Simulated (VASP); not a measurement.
Input of a VASP 6.6.1 run:

INCAR

```
PREC     = Accurate       # precision mode
ENCUT    = 520            # plane-wave cutoff, eV
EDIFF    = 1E-6           # SCF threshold, eV
ISMEAR   = 0              # smearing method
SIGMA    = 0.15           # smearing width, eV
LREAL    = F              # projectors in reciprocal space
LASPH    = T              # aspherical terms in the spheres
NELM     = 80             # most SCF steps
ALGO     = Fast           # electronic algorithm
ISIF     = 2              # what is computed and relaxed
LWAVE    = F              # write WAVECAR
LCHARG   = F              # write CHGCAR
GGA      = PS             # functional
NBANDS   = 22             # bands
```

Contents of KPOINTS:

```
regular mesh
0
Gamma
  30 30 16
```

Contents of POSCAR:

```
Rh
1.0
    2.8384104728      0.0000000000      0.0000000000
   -1.4192052364      2.4581355758      0.0000000000
    0.0000000000      0.0000000000      3.8845039480
Rh
2
Direct
    0.6666666667      0.3333333333      0.7500000000
    0.3333333333      0.6666666667      0.2500000000
```

Potentials or basis: VASP PAW PBE potentials, release 64 (Rh_pv).

Launch:

```sh
$ cat potpaw_PBE.64/Rh_pv/POTCAR > POTCAR
$ mpirun -np 1 vasp_std > vasp.out
```

Problem. Estimate the pressure.

Solution. 8.6 GPa.

Problem. Predict the band gap on the k mesh.

Solution. Zero (bands 15 and 16 overlap by 1.66 eV).

Stress tensor (GPa, compression positive):
```
-4.61  0.00  0.00
 0.00 -4.61  0.00
 0.00  0.00 35.08
```

Caveat: the stress differs along the axes, from -5 to 35 GPa; the PAW data sets were made with another functional, which shifts forces and pressure a little.
